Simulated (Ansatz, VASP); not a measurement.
ZrB2 in VASP and in Ansatz

```
Zr B
1.0
     3.17000    0.00000    0.00000
    -1.58500    2.74530    0.00000
     0.00000    0.00000    3.53300
Zr B
1 2
Direct
  0.00000 0.00000 0.00000
  0.33333 0.66667 0.50000
  0.66667 0.33333 0.50000
```

Alike in both runs: task single point; functional PBEsol; k mesh 10 × 10 × 8; occupations fermi-dirac, width 0.05 eV; no spin polarisation.

|  | VASP | Ansatz |
| --- | --- | --- |
| version | VASP 6.6.1 | Ansatz 0.2.0 |
| potentials or method | VASP PAW PBE potentials, release 64 (Zr_sv, B) | plane waves, PAW |
| plane-wave cutoff (eV) | 520 | 420 |
| valence electrons in the cell | 18 | 18 |

```csv
,VASP,Ansatz,Ansatz less VASP
gap on the k mesh at the Fermi level (eV),none,none,-
pressure (GPa),-3.8,-4.1,-0.31
"traceless stress, the component that is largest in VASP (GPa)",-0.08,-0.08,0.000
```

VASP's potentials were made for PBE, not for PBEsol. A gap of «none» marks a metal or a gap that the smearing closes. With one functional, cell and mesh, what is left measures potentials, basis and numerics.
